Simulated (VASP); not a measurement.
# BeTe2 (Ibam) in VASP: a series of runs, part 2 of 2

VASP 6.6.1.

**3. Relaxation of cell and atoms, PBE**

This run uses another cell than the first one, of 24.32 Å³/atom.

INCAR

```
SYSTEM = BeTe2
  PREC = Accurate
  ENCUT = 600
  EDIFF = 1E-6
  ISMEAR = 0
  SIGMA = 0.2
  LREAL = .False.
  LASPH = .True.
  NELM = 60
  ALGO = Normal
  ISIF = 3
  LWAVE = .False.
  LCHARG = .False.
  GGA = PE
  IBRION = 2
  NSW = 36
  EDIFFG = -0.08
```

KPOINTS

```
Automatic mesh
0
Gamma
  4 4 4
  0 0 0
```

POSCAR

```
BeTe2
1.0
   -2.9250000000      4.3000000000      2.9000000000
    2.9250000000     -4.3000000000      2.9000000000
    2.9250000000      4.3000000000     -2.9000000000
Be Te
2 4
Direct
    0.7500000000      0.7500000000      0.0000000000
    0.2500000000      0.2500000000      0.0000000000
    0.3820000000      0.7900000000      0.1720000000
    0.8820000000      0.7100000000      0.5920000000
    0.1180000000      0.2900000000      0.4080000000
    0.6180000000      0.2100000000      0.8280000000
```

Potentials or basis: VASP PAW PBE potentials, release 64 (Be, Te).

The run is started by

```
> cat potpaw_PBE.64/Be/POTCAR potpaw_PBE.64/Te/POTCAR > POTCAR
> mpirun -np 1 vasp_std > vasp.out
```

OUTCAR:

```text
SYSTEM = BeTe2
   PREC = Accurate
   ENCUT = 600
   EDIFF = 1E-6
   ISMEAR = 0
   LREAL = .False.
   LASPH = .True.
   NELM = 60
   ISIF = 3
   GGA = PE
   IBRION = 2
   NSW = 36
   EDIFFG = -0.08

 ion  position               nearest neighbor table
   1  0.750  0.750  0.000-   5 2.45   3 2.45   4 2.45   6 2.45
   2  0.250  0.250  0.000-   3 2.45   5 2.45   6 2.45   4 2.45
   3  0.382  0.790  0.172-   1 2.45   2 2.45   6 3.19   5 3.54   5 3.54
   4  0.882  0.710  0.592-   2 2.45   1 2.45   5 3.19   6 3.54   6 3.54
   5  0.118  0.290  0.408-   2 2.45   1 2.45   4 3.19   3 3.54   3 3.54
   6  0.618  0.210  0.828-   1 2.45   2 2.45   3 3.19   4 3.54   4 3.54

  LATTYP: Found a body centered orthorhombic cell.
 ALAT       =     5.8000000000
 B/A-ratio  =     1.0086206897
 C/A-ratio  =     1.4827586207

  Lattice vectors:

 A1 = (   2.9250000000,   4.3000000000,  -2.9000000000)
 A2 = (  -2.9250000000,   4.3000000000,   2.9000000000)
 A3 = (   2.9250000000,  -4.3000000000,   2.9000000000)

Analysis of symmetry for initial positions (statically):
=====================================================================
 Subroutine PRICEL returns:
 Original cell was already a primitive cell.

 Routine SETGRP: Setting up the symmetry group for a
 body centered orthorhombic supercell.

 Subroutine GETGRP returns: Found  8 space group operations
 (whereof  4 operations were pure point group operations)
 out of a pool of  8 trial point group operations.

The static configuration has the point symmetry C_2h.
 The point group associated with its full space group is D_2h.

Analysis of symmetry for dynamics (positions and initial velocities):
=====================================================================
 Subroutine PRICEL returns:
 Original cell was already a primitive cell.

 Routine SETGRP: Setting up the symmetry group for a
 body centered orthorhombic supercell.

[... 127 lines left out ...]
  volume/ion in A,a.u.               =      24.32       164.10
  Fermi-wavevector in a.u.,A,eV,Ry     =   0.944300  1.784469 12.132353  0.891703
  Thomas-Fermi vector in A             =   2.072092
   LORBIT       =      0    0 simple, 1 ext, 2 COOP (PROOUT), +10 PAW based schemes
   GGA     = PE    functional components
   LHFCALC =     F    Hartree Fock is set to
   AEXX    =    0.0000 exact exchange contribution
   IVDW    =     0    specifies the selected vdW correction
   LEPSILON=     F    determine dielectric tensor
   LRPA    =     F    only Hartree local field effects (RPA)
 conjugate gradient relaxation of ions
 non-spin polarized calculation
 Gauss-broadening in eV      SIGMA  =   0.20
  energy-cutoff  :      600.00
  volume of cell :      145.90
 maximum number of plane-waves:      4914
   NGX = 23   NGY = 23   NGZ = 23

--------------------------------------- Ionic step        1  -------------------------------------------

 number of electron      27.9999999 magnetization

 Free energy of the ion-electron system (eV)
  ---------------------------------------------------
  ext. energy  EPLUGINS =         0.00000000
  ---------------------------------------------------
  free energy    TOTEN  =       -19.12803284 eV

  energy without entropy =      -19.05877283  energy(sigma->0) =      -19.09340284

------------------------ aborting loop because EDIFF is reached ----------------------------------------

  FORCE on cell =-STRESS in cart. coord.  units (eV):
  Direction    XX          YY          ZZ          XY          YZ          ZX
  --------------------------------------------------------------------------------------
  -------------------------------------------------------------------------------------
  Total       -3.1989139      5.3670968      3.5126522      0.0000000      0.0000000      0.0000000
  in kB      -35.1285984     58.9383123     38.5738886      0.0000000      0.0000000      0.0000000
  external PRESSURE =      20.7945342 kB  Pullay stress =       0.0000000 kB
[... 101 lines left out ...]
  FREE ENERGIE OF THE ION-ELECTRON SYSTEM (eV)
  ---------------------------------------------------
  free  energy   TOTEN  =       -19.8689417834 eV

  energy  without entropy=      -19.8328640779  energy(sigma->0) =      -19.85090293

[... ionic steps 4 to 11 ...]

--------------------------------------- Ionic step       12  -------------------------------------------

 number of electron      27.9999999 magnetization

------------------------ aborting loop because EDIFF is reached ----------------------------------------
[... 75 lines left out ...]
--------------------------------------- Ionic step       14  -------------------------------------------

 number of electron      27.9999998 magnetization

 Free energy of the ion-electron system (eV)
  ---------------------------------------------------
  ext. energy  EPLUGINS =         0.00000000
  ---------------------------------------------------
  free energy    TOTEN  =       -20.85396836 eV

  energy without entropy =      -20.84968751  energy(sigma->0) =      -20.85182794

 E-fermi :   5.8419     XC(G=0):  -9.1383

 val. band max:        5.6988643404   @ k =   0.5000   0.5000   0.0000
 cond. band min:       5.9375635956   @ k =   0.5000   0.5000   0.5000
 fundamental gap:      0.2386992552
 Fermi energy:         5.8418906111

 k-point     1 :       0.0000    0.0000    0.0000
  band No.  band energies     occupation
      1      -7.4090      2.00000
      2      -5.8615      2.00000
      3      -4.6786      2.00000
      4      -4.0273      2.00000
      5       0.4151      2.00000
      6       1.1843      2.00000
[... 400 lines left out ...]
  FREE ENERGIE OF THE ION-ELECTRON SYSTEM (eV)
  ---------------------------------------------------
  free  energy   TOTEN  =       -20.8539683638 eV

  energy  without entropy=      -20.8496875137  energy(sigma->0) =      -20.85182794

 reached required accuracy - stopping structural energy minimisation
```

OSZICAR:

```text
N       E                     dE             d eps       ncg     rms          rms(c)
DAV:   1     0.129025275092E+03    0.12903E+03   -0.11488E+04   648   0.142E+03
DAV:   2    -0.961542783487E+01   -0.13864E+03   -0.13667E+03   858   0.192E+02
DAV:   3    -0.193582182861E+02   -0.97428E+01   -0.95568E+01   866   0.586E+01
[... 135 lines left out ...]
DAV:   3    -0.208540658088E+02    0.18664E-02   -0.38946E-03   806   0.302E-01    0.634E-02
DAV:   4    -0.208539649273E+02    0.10088E-03   -0.52994E-04   726   0.116E-01    0.403E-02
DAV:   5    -0.208539663150E+02   -0.13877E-05   -0.21427E-05   830   0.279E-02    0.232E-02
DAV:   6    -0.208539679675E+02   -0.16525E-05   -0.41650E-06   678   0.130E-02    0.627E-03
DAV:   7    -0.208539683638E+02   -0.39632E-06   -0.90737E-07   356   0.586E-03
  14 F= -.20853968E+02 E0= -.20851828E+02  d E =-.485393E-02
```

Run time: 5.5 min. Hardware: 1 thread of Intel Xeon 6975P-C (Granite Rapids), shared host; peak memory 0.37 GiB.

Results:

* Free energy: -20.8540 eV
* Relaxed volume: 26.14 Å³/atom
* Relaxed cell: a = 6.457 Å, b = 6.457 Å, c = 6.457 Å, α = 138.01°, β = 79.26°, γ = 116.30°
* Space group after relaxing (to 0.1 Å): Ibam (No. 72)
* Energy gained by relaxing: 287.7 meV/atom
* Ionic steps: 14
* Pressure after relaxing: -0.1 GPa
* Largest force after relaxing: 0.020 eV/Å
* Band gap on the k mesh: 0.24 eV (least direct gap 0.64 eV)

Forces in eV/Å, atoms in the order of the input:
```
Be   0.000  0.000  0.000
Be   0.000  0.000  0.000
Te   0.020 -0.002  0.000
Te  -0.020 -0.002  0.000
Te   0.020  0.002  0.000
Te  -0.020  0.002  0.000
```

Step by step:
```csv
step,energy change (eV),largest force (eV/Å),pressure (GPa),volume (Å³)
1,0.0000,0.5520,2.08,145.90
2,-0.4257,0.1360,-0.46,152.47
3,-0.7409,0.5315,-3.19,161.26
4,-1.0203,0.6328,-2.55,159.07
5,-1.3119,0.7327,-1.38,155.34
6,-1.3269,0.6831,1.98,145.64
7,-1.4267,0.7359,0.24,150.44
8,-1.5704,0.5569,0.68,150.16
9,-1.6075,0.3568,1.30,149.79
10,-1.6578,0.3045,0.13,153.57
11,-1.6760,0.2681,-1.01,157.93
12,-1.7146,0.0641,-0.36,157.14
13,-1.7211,0.0823,0.06,156.68
14,-1.7259,0.0196,-0.11,156.84
```

Final structure:
```cif
data_structure
_symmetry_space_group_name_H-M 'P 1'
_symmetry_Int_Tables_number 1
_cell_length_a 6.4574
_cell_length_b 6.4574
_cell_length_c 6.4574
_cell_angle_alpha 138.007
_cell_angle_beta 79.263
_cell_angle_gamma 116.300
_cell_volume 156.84
loop_
_atom_site_label
_atom_site_type_symbol
_atom_site_fract_x
_atom_site_fract_y
_atom_site_fract_z
_atom_site_occupancy
Be1 Be 0.75000 0.75000 0.00000 1
Be2 Be 0.25000 0.25000 0.00000 1
Te1 Te 0.38499 0.80437 0.18937 1
Te2 Te 0.88499 0.69563 0.58062 1
Te3 Te 0.11501 0.30437 0.41938 1
Te4 Te 0.61501 0.19563 0.81063 1
```

Levels at points of the mesh, in eV from the valence-band top:
```
           k point  band 10  band 11  band 12  band 13  band 14  band 15  band 16  band 17  band 18
(0.00, 0.00, 0.00)    -2.92    -2.14    -2.11    -1.68    -1.22     1.19     1.69     2.52     2.73
(0.50, 0.00, 0.00)    -3.46    -2.05    -2.05    -1.07    -1.07     0.63     0.63     3.35     3.35
(0.00, 0.50, 0.00)    -2.43    -2.16    -2.16    -1.62    -1.62     1.79     1.79     2.54     2.54
(0.50, 0.50, 0.00)    -3.78    -1.83    -1.81    -0.84     0.00     0.64     1.37     3.33     3.86
(0.50, 0.50, 0.50)    -1.95    -1.93    -1.69    -1.55    -1.10     0.24     0.69     2.68     2.95
```

Caveat: spin-orbit coupling is left out, which moves the levels of the heavy elements.

**4. Single point, PBE**

This run uses another cell than the first one, of 26.08 Å³/atom.

INCAR

```
PREC = Accurate
ENCUT = 520
EDIFF = 1E-6
ISMEAR = 0
SIGMA = 0.01
LREAL = F
LASPH = T
NELM = 100
ALGO = Normal
ISIF = 2
LWAVE = F
LCHARG = F
GGA = PE
NBANDS = 23
```

KPOINTS

```
Automatic mesh
0
Gamma
  10 10 10
```

POSCAR

```
BeTe2
1.0
   -2.3003169747      5.0006572300      3.4011209732
    2.3003169747     -5.0006572300      3.4011209732
    2.3003169747      5.0006572300     -3.4011209732
Be Te
2 4
Direct
    0.7500000000      0.7500000000      0.0000000000
    0.2500000000      0.2500000000      0.0000000000
    0.3853453255      0.8058766156      0.1912219411
    0.8853453255      0.6941233844      0.5794687099
    0.1146546745      0.3058766156      0.4205312901
    0.6146546745      0.1941233844      0.8087780589
```

The run is started by

```
> cat potpaw_PBE.64/Be/POTCAR potpaw_PBE.64/Te/POTCAR > POTCAR
> mpirun -np 1 vasp_std > vasp.out
```

Wall time 14 min (1 thread of Intel Xeon 8259CL, shared host); peak memory 0.68 GiB.

It converged, with:

| Property | Result |
| --- | --- |
| Free energy | -20.8529 eV |
| Pressure | 0.1 GPa |
| Largest force | 0.025 eV/Å |
| Band gap on the k mesh | 0.22 eV (least direct gap 0.64 eV) |

Forces in eV/Å, atoms in the order of the input:
```
Be   0.000  0.000  0.000
Be   0.000  0.000  0.000
Te   0.008 -0.024  0.000
Te  -0.008 -0.024  0.000
Te   0.008  0.024  0.000
Te  -0.008  0.024  0.000
```

Levels at points of the mesh, in eV from the valence-band top:
```
           k point  band 10  band 11  band 12  band 13  band 14  band 15  band 16  band 17  band 18  band 19
(0.00, 0.00, 0.00)    -2.90    -2.10    -2.08    -1.62    -1.18     1.24     1.72     2.58     2.79     3.70
(0.50, 0.00, 0.00)    -3.42    -2.06    -2.06    -1.05    -1.05     0.69     0.69     3.35     3.35     4.06
(0.00, 0.50, 0.00)    -2.43    -2.13    -2.13    -1.60    -1.60     1.80     1.80     2.57     2.57     3.81
(0.50, 0.50, 0.00)    -3.77    -1.83    -1.78    -0.86     0.00     0.64     1.39     3.36     3.87     3.89
(0.50, 0.50, 0.50)    -1.94    -1.90    -1.69    -1.49    -1.06     0.27     0.76     2.69     3.00     3.60
```

Caveat: spin-orbit coupling is left out, which moves the levels of the heavy elements. A k mesh can miss the band edges.

**5. Summary**

| task | cell | k mesh | cutoff (eV) | smearing | gap on the mesh (eV) | pressure (GPa) | largest force (eV/Å) |
| --- | --- | --- | --- | --- | --- | --- | --- |
| single point | a = 6.412 Å, angles 137.6, 79.5, 116.4°, 6 atoms, atomic positions A | 4 × 4 × 4 | 520 | gaussian 0.2 eV | 0.19 | 0.6 | 0.09 |
| relaxation of cell and atoms | relaxed from a = 5.954 Å, angles 121.2, 87.5, 121.7°, 6 atoms, atomic positions B | 4 × 4 × 4 | 600 | gaussian 0.2 eV | 0.24 | -0.1 | 0.02 |
| single point | a = 6.470 Å, angles 138.3, 78.8, 116.6°, 6 atoms, atomic positions C | 10 × 10 × 10 | 520 | gaussian 0.01 eV | 0.22 | 0.1 | 0.03 |

Alike in all rows: level PBE; potentials or basis VASP PAW PBE potentials, release 64 (Be, Te); no spin polarisation.

Caveats: spin-orbit coupling is left out, which moves the levels of the heavy elements.

Total energies depend on the potentials used, so only differences within one code and one set of settings carry meaning.
